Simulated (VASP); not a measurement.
# Ge (P6_3mc) in VASP: a series of runs

The runs below take Ge through single point, with r2SCAN.

Program: VASP 6.6.1. These are calculated values, not measurements. Logs are shortened: lines on timing, memory, paths and dates and some standing lists are left out, and cuts for length are marked.

### Step 1. The cell of the first run

The structure is hexagonal, space group P6_3mc (No. 186). Conventional cell: a = 4.104 Å, b = 4.104 Å, c = 11.138 Å, α = 90.00°, β = 90.00°, γ = 120.00°. Ge (site symmetry 3m) has 3 Ge at 2.47 Å within 3.3 Å. Within 3.3 Å of Ge (site symmetry 3m) lie 3 Ge at 2.47 Å.

### Step 2. Single point, r2SCAN

POSCAR reads:

```
Ge
1.0
    4.1037054460      0.0000000000      0.0000000000
   -2.0518527230      3.5539131659      0.0000000000
    0.0000000000      0.0000000000     11.1380250504
Ge
4
Direct
    0.6666666667      0.3333333333      0.4148480000
    0.3333333333      0.6666666667      0.9148480000
    0.0000000000      0.0000000000      0.4774520000
    0.0000000000      0.0000000000      0.9774520000
```

INCAR.step1 reads:

```
SYSTEM = Ge
  ALGO = Normal
  EDIFF = 1E-4
  ENCUT = 520
  GGA = PE
  ISMEAR = -1
  LASPH = .TRUE.
  LCHARG = .FALSE.
  LREAL = .FALSE.
  LWAVE = .TRUE.
  NBANDS = 36
  NELM = 80
  PREC = Accurate
  SIGMA = 0.05
```

INCAR.step2 reads:

```
SYSTEM = Ge
  ALGO = Normal
  EDIFF = 1E-6
  ENCUT = 520
  ISIF = 2
  ISMEAR = -1
  ISTART = 1
  LASPH = .TRUE.
  LCHARG = .TRUE.
  LELF = .TRUE.
  LMIXTAU = .TRUE.
  LREAL = .FALSE.
  LVHAR = .TRUE.
  LWAVE = .FALSE.
  METAGGA = R2SCAN
  NBANDS = 36
  NELM = 80
  PREC = Accurate
  SIGMA = 0.05
```

KPOINTS reads:

```
k-points
0
G
  8 8 3
  0 0 0
```

Potentials or basis: VASP PAW PBE potentials, release 64 (Ge_d).

On the command line:

```bash
$ cat potpaw_PBE.64/Ge_d/POTCAR > POTCAR
$ cp INCAR.step1 INCAR
$ mpirun -np 1 vasp_std > vasp.out
$ cp INCAR.step2 INCAR
$ mpirun -np 1 vasp_std > vasp.out
```

OUTCAR:

```text
SYSTEM = Ge
   EDIFF = 1E-6
   ENCUT = 520
   ISIF = 2
   ISMEAR = -1
   ISTART = 1
   LASPH = .TRUE.
   LREAL = .FALSE.
   METAGGA = R2SCAN
   NELM = 80
   PREC = Accurate

 ion  position               nearest neighbor table
   1  0.667  0.333  0.415-   3 2.47   3 2.47   3 2.47
   2  0.333  0.667  0.915-   4 2.47   4 2.47   4 2.47
   3  0.000  0.000  0.477-   1 2.47   1 2.47   1 2.47
   4  0.000  0.000  0.977-   2 2.47   2 2.47   2 2.47

  LATTYP: Found a hexagonal cell.
 ALAT       =     4.1037054460
 C/A-ratio  =     2.7141385260

  Lattice vectors:

 A1 = (   4.1037054460,   0.0000000000,   0.0000000000)
 A2 = (  -2.0518527230,   3.5539131659,   0.0000000000)
 A3 = (   0.0000000000,   0.0000000000,  11.1380250504)

Analysis of symmetry for initial positions (statically):
=====================================================================
 Subroutine PRICEL returns:
 Original cell was already a primitive cell.

 Routine SETGRP: Setting up the symmetry group for a
 hexagonal supercell.

 Subroutine GETGRP returns: Found 12 space group operations
 (whereof  6 operations were pure point group operations)
 out of a pool of 24 trial point group operations.

The static configuration has the point symmetry C_3v.
 The point group associated with its full space group is C_6v.

Analysis of symmetry for dynamics (positions and initial velocities):
=====================================================================
 Subroutine PRICEL returns:
 Original cell was already a primitive cell.

 Routine SETGRP: Setting up the symmetry group for a
 hexagonal supercell.

 Subroutine GETGRP returns: Found 12 space group operations
 (whereof  6 operations were pure point group operations)
 out of a pool of 24 trial point group operations.

The dynamic configuration has the point symmetry C_3v.
 The point group associated with its full space group is C_6v.

 Subroutine INISYM returns: Found 12 space group operations
 (whereof  6 operations are pure point group operations),
 and found     1 'primitive' translations

----------------------------------------------------------------------------------------

                                     Primitive cell

  volume of cell :     162.4393

[... 81 lines left out ...]
   ISPIN  =      1    spin polarized calculation?
   LNONCOLLINEAR =      F non collinear calculations
   LSORBIT =      F    spin-orbit coupling
   LASPH  =      T    aspherical Exc in radial PAW
   ENCUT  =  520.0 eV  38.22 Ry    6.18 a.u.   7.63  7.63 20.71*2*pi/ulx,y,z
   NELM   =     80;   NELMIN=  2; NELMDL=  0     # of ELM steps
   EDIFF  = 0.1E-05   stopping-criterion for ELM
   LREAL  =      F    real-space projection
   EDIFFG = 0.1E-04   stopping-criterion for IOM
   NSW    =      0    number of steps for IOM
   IBRION =     -1    ionic relax: 0-MD 1-quasi-New 2-CG
   NFREE  =      0    steps in history (QN), initial steepest desc. (CG)
   ISIF   =      2    stress and relaxation
   ISYM   =      2    0-nonsym 1-usesym 2-fastsym
   POTIM  = 0.5000    time-step for ionic-motion
   TEBEG  =    0.0;   TEEND  =   0.0 temperature during run
   PSTRESS=    0.0 pullay stress
   NELECT =      56.0000    total number of electrons
   NUPDOWN=      -1.0000    fix difference up-down
   EMIN   =  10.00;   EMAX   =-10.00  energy-range for DOS
   EFERMI =   0.00;   METHOD = LEGACY
   ISMEAR =    -1;   SIGMA  =   0.05  broadening in eV -4-tet -1-fermi 0-gaus
   EFERMI_NEDOS =   21; number of points for ismear=-14 and -15
   IALGO  =     38    algorithm
   IMIX   =      4    mixing-type and parameters
     AMIX     =   0.40;   BMIX     =  1.00
     AMIX_MAG =   1.60;   BMIX_MAG =  1.00
  volume/ion in A,a.u.               =      40.61       274.05
  Fermi-wavevector in a.u.,A,eV,Ry     =   1.147908  2.169232 17.928301  1.317693
  Thomas-Fermi vector in A             =   2.284586
   LORBIT       =      0    0 simple, 1 ext, 2 COOP (PROOUT), +10 PAW based schemes
   METAGGA = R2SCAN    functional components
   LHFCALC =     F    Hartree Fock is set to
   AEXX    =    0.0000 exact exchange contribution
   IVDW    =     0    specifies the selected vdW correction
   LEPSILON=     F    determine dielectric tensor
   LRPA    =     F    only Hartree local field effects (RPA)
 non-spin polarized calculation
  energy-cutoff  :      520.00
  volume of cell :      162.44
 maximum number of plane-waves:      4416
 NGX is ok and might be reduce to    32
   NGX = 15   NGY = 15   NGZ = 41

 number of electron      55.9999996 magnetization

 Free energy of the ion-electron system (eV)
  ---------------------------------------------------
  ext. energy  EPLUGINS =         0.00000000
  ---------------------------------------------------
  free energy    TOTEN  =       -53.12436948 eV

  energy without entropy =      -53.12422441  energy(sigma->0) =      -53.12429695

 E-fermi :   0.4423     XC(G=0):  -7.6148

 val. band max:        0.1103031383   @ k =   0.3750   0.2500   0.0000
 cond. band min:       0.8141152373   @ k =   0.3750   0.2500   0.3333
 fundamental gap:      0.7038120990
 Fermi energy:         0.4422844551

 k-point     1 :       0.0000    0.0000    0.0000
  band No.  band energies     occupation
      1     -24.7597      2.00000
      2     -24.7597      2.00000
      3     -24.7597      2.00000
      4     -24.7597      2.00000
      5     -24.7187      2.00000
      6     -24.7186      2.00000
[... 769 lines left out ...]
     35       7.0621      0.00000
     36       7.4052      0.00000

------------------------ aborting loop because EDIFF is reached ----------------------------------------

  FORCE on cell =-STRESS in cart. coord.  units (eV):
  Direction    XX          YY          ZZ          XY          YZ          ZX
  --------------------------------------------------------------------------------------
  -------------------------------------------------------------------------------------
  Total       -3.7049054     -3.7049054     -0.9699560      0.0000000     -0.0000000      0.0000000
  in kB      -36.5423542    -36.5423542     -9.5669045      0.0000000     -0.0000000      0.0000000
  external PRESSURE =     -27.5505376 kB  Pullay stress =       0.0000000 kB

 VOLUME and BASIS-vectors are now :
 -----------------------------------------------------------------------------
  energy-cutoff  :      520.00
  volume of cell :      162.44
      direct lattice vectors                 reciprocal lattice vectors
     4.103705446  0.000000000  0.000000000     0.243682207  0.140689988  0.000000000
    -2.051852723  3.553913166  0.000000000     0.000000000  0.281379976  0.000000000
     0.000000000  0.000000000 11.138025050     0.000000000  0.000000000  0.089782524

 POSITION                                       TOTAL-FORCE (eV/Angst)
 -----------------------------------------------------------------------------------
      2.05185      1.18464      4.62059        -0.000000      0.000000      0.322728
     -0.00000      2.36928     10.18960         0.000000     -0.000000      0.322728
      0.00000      0.00000      5.31787         0.000000     -0.000000     -0.322728
      0.00000      0.00000     10.88688        -0.000000      0.000000     -0.322728
 -----------------------------------------------------------------------------------
    total drift:                               -0.000001     -0.000001      0.002062

  FREE ENERGIE OF THE ION-ELECTRON SYSTEM (eV)
  ---------------------------------------------------
  free  energy   TOTEN  =       -53.1243694770 eV

  energy  without entropy=      -53.1242244134  energy(sigma->0) =      -53.12429695
```

OUTCAR.step1:

```text
SYSTEM = Ge
   EDIFF = 1E-4
   ENCUT = 520
   GGA = PE
   ISMEAR = -1
   LASPH = .TRUE.
   LREAL = .FALSE.
   NELM = 80
[... 1002 lines left out ...]
     -0.00000      2.36928     10.18960         0.000000     -0.000000      0.110698
      0.00000      0.00000      5.31787         0.000000      0.000000     -0.110698
      0.00000      0.00000     10.88688         0.000000      0.000000     -0.110698
 -----------------------------------------------------------------------------------
    total drift:                               -0.000001     -0.000001     -0.002324

  FREE ENERGIE OF THE ION-ELECTRON SYSTEM (eV)
  ---------------------------------------------------
  free  energy   TOTEN  =       -16.1486098367 eV

  energy  without entropy=      -16.1482346460  energy(sigma->0) =      -16.14842224
```

OSZICAR.step1:

```text
N       E                     dE             d eps       ncg     rms          rms(c)
DAV:   1     0.507532281096E+03    0.50753E+03   -0.28342E+04  1688   0.348E+03
DAV:   2     0.736933555598E+02   -0.43384E+03   -0.42419E+03  1440   0.795E+02
DAV:   3    -0.111669355499E+02   -0.84860E+02   -0.83896E+02  1628   0.204E+02
DAV:   4    -0.162406164117E+02   -0.50737E+01   -0.50620E+01  1656   0.574E+01
DAV:   5    -0.163997152489E+02   -0.15910E+00   -0.15907E+00  1664   0.114E+01    0.384E+00
DAV:   6    -0.162348304270E+02    0.16488E+00   -0.14334E-01  1636   0.397E+00    0.225E+00
DAV:   7    -0.161367758780E+02    0.98055E-01   -0.29061E-01  2200   0.382E+00    0.228E-01
DAV:   8    -0.161463845141E+02   -0.96086E-02   -0.57339E-02  1548   0.266E+00    0.175E-01
DAV:   9    -0.161479495455E+02   -0.15650E-02   -0.21210E-03  1684   0.616E-01    0.871E-02
DAV:  10    -0.161485567227E+02   -0.60718E-03   -0.96221E-04  1516   0.113E+00    0.218E-02
DAV:  11    -0.161486098367E+02   -0.53114E-04   -0.10322E-04  1164   0.559E-01
   1 F= -.16148610E+02 E0= -.16148422E+02  d E =-.375191E-03
```

Wall time 12 min (1 thread of Intel Xeon Platinum 8259CL at 2.50GHz (Skylake/Cascade Lake), shared host); peak memory 0.34 GiB.

Results:

```yaml
Free_energy: -53.1244 eV
Pressure: -2.8 GPa
Largest_force: 0.323 eV/Å
Band_gap_on_the_k_mesh: 0.70 eV
```

Forces in eV/Å, atoms in the order of the input:
```
Ge   0.000  0.000  0.323
Ge   0.000  0.000  0.323
Ge   0.000  0.000 -0.323
Ge   0.000  0.000 -0.323
```

Caveat: the PAW data sets were made with another functional, which shifts forces and pressure a little. A k mesh can miss the band edges.

### Step 3. Single point, r2SCAN

This run uses another cell than the first one, of 41.39 Å³/atom.

POSCAR reads:

```
Ge
1.0
    4.1298444020      0.0000000000      0.0000000000
   -2.0649222010      3.5765501658      0.0000000000
    0.0000000000      0.0000000000     11.2089697979
Ge
4
Direct
    0.6666666667      0.3333333333      0.4148480000
    0.3333333333      0.6666666667      0.9148480000
    0.0000000000      0.0000000000      0.4774520000
    0.0000000000      0.0000000000      0.9774520000
```

INCAR.step1 reads:

```
PREC = Accurate
ENCUT = 520
ISMEAR = -1
SIGMA = 0.05
LREAL = False
LASPH = True
NELM = 100
NBANDS = 36
GGA = PE
ALGO = Normal
EDIFF = 1E-4
LWAVE = True
LCHARG = False
```

INCAR.step2 reads:

```
PREC = Accurate
ENCUT = 520
EDIFF = 1E-7
ISMEAR = -1
SIGMA = 0.05
LREAL = False
LASPH = True
NELM = 100
ALGO = Normal
ISIF = 2
LWAVE = False
LCHARG = True
METAGGA = R2SCAN
LMIXTAU = True
LELF = True
LVHAR = True
NBANDS = 36
ISTART = 1
```

KPOINTS reads:

```
regular mesh
0
Gamma
  8 8 3
```

Potentials or basis: VASP PAW PBE potentials, release 64 (Ge_d).

On the command line:

```bash
$ cat potpaw_PBE.64/Ge_d/POTCAR > POTCAR
$ cp INCAR.step1 INCAR
$ mpirun -np 1 vasp_std > vasp.out
$ cp INCAR.step2 INCAR
$ mpirun -np 1 vasp_std > vasp.out
```

It took 9.7 min on 1 thread of Intel Xeon Platinum 8259CL at 2.50GHz (Skylake/Cascade Lake), shared host; peak memory 0.35 GiB.

The run converged. Its results:

```
Free energy            : -53.0675 eV
Pressure               : -3.2 GPa
Largest force          : 0.358 eV/Å
Band gap on the k mesh : 0.67 eV (least direct gap 0.70 eV)
```

Forces in eV/Å, atoms in the order of the input:
```
Ge   0.000  0.000  0.358
Ge   0.000  0.000  0.358
Ge   0.000  0.000 -0.358
Ge   0.000  0.000 -0.358
```

Stress tensor (GPa, compression positive):
```
-4.24  0.00  0.00
 0.00 -4.24  0.00
 0.00  0.00 -0.98
```

Levels at points of the mesh, in eV from the valence-band top:
| k point | band 24 | band 25 | band 26 | band 27 | band 28 | band 29 | band 30 | band 31 | band 32 | band 33 |
| --- | --- | --- | --- | --- | --- | --- | --- | --- | --- | --- |
| (0.00, 0.00, 0.00) | -3.14 | -0.24 | -0.24 | -0.23 | -0.23 | 0.67 | 0.87 | 2.19 | 4.15 | 4.25 |
| (0.50, 0.00, 0.00) | -7.22 | -1.73 | -1.71 | -0.95 | -0.78 | 0.97 | 1.18 | 2.09 | 2.16 | 5.65 |

Caveat: the cell stands under tension; the PAW data sets were made with another functional, which shifts forces and pressure a little.
